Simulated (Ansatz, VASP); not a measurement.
# One calculation of W, two programs

```
CELL_PARAMETERS angstrom
0.00000 2.06045 1.96910
2.06045 0.00000 1.96910
2.06045 2.06045 0.00000
ATOMIC_POSITIONS crystal
W 0.00000 0.00000 0.00000
```

Change from the starting cell: strain +0.015 along x and y, -0.030 along z, atoms carried along.

Alike in both runs: task single point; functional r2SCAN; k mesh 20 × 20 × 20; occupations gaussian, width 0.15 eV; no spin polarisation.

|  | VASP | Ansatz |
| --- | --- | --- |
| version | VASP 6.6.1 | Ansatz 0.2.0 |
| potentials or method | VASP PAW PBE potentials, release 64 (W_sv), cutoff 520 eV | scalar-relativistic, plane waves, PAW |
| valence electrons in the cell | 14 | 14 |

Ansatz gave:

```
gap on the k mesh at the Fermi level (eV)                     : none
pressure (GPa)                                                : -8.8
traceless stress, the component that is largest in VASP (GPa) : -11.68
```

Question: Which values does VASP return?

Answer: gap on the k mesh at the Fermi level (eV): none; pressure (GPa): -7.8; traceless stress, the component that is largest in VASP (GPa): -11.72.

VASP's potentials were made for PBE, not for r2SCAN. A gap of «none» marks a metal or a gap that the smearing closes. The functional is the same, so the differences come from potentials, cutoffs and numerics.

Spin-orbit coupling is off throughout.
